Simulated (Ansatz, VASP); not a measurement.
**Fe: VASP beside Ansatz**

```
Fe
1.0
     2.50718    0.00000    0.00000
    -1.25359    2.17128    0.00000
     0.00000    0.00000    3.84193
Fe
2
Direct
  0.33333 0.66667 0.25000
  0.66667 0.33333 0.75000
```

Change from the starting cell: equal xx and yy strain of +3 %.

Alike in both runs: task single point; functional PBEsol; k mesh 17 × 17 × 10; occupations fermi-dirac, width 0.08 eV; no spin polarisation.

|  | VASP | Ansatz |
| --- | --- | --- |
| version | VASP 6.6.1 | Ansatz 0.2.0 |
| potentials or method | VASP PAW PBE potentials, release 64 (Fe), cutoff 520 eV | all-electron LAPW, scalar-relativistic |

Ansatz gave:

```
pressure (GPa)                                                : -17.1
traceless stress, the component that is largest in VASP (GPa) : 7.95
```

Problem. Estimate VASP's values.

Solution. Pressure (GPa): -17.3; traceless stress, the component that is largest in VASP (GPa): 7.65.

VASP's potentials were made for PBE, not for PBEsol. Ansatz ran all-electron here, and VASP with PAW potentials.
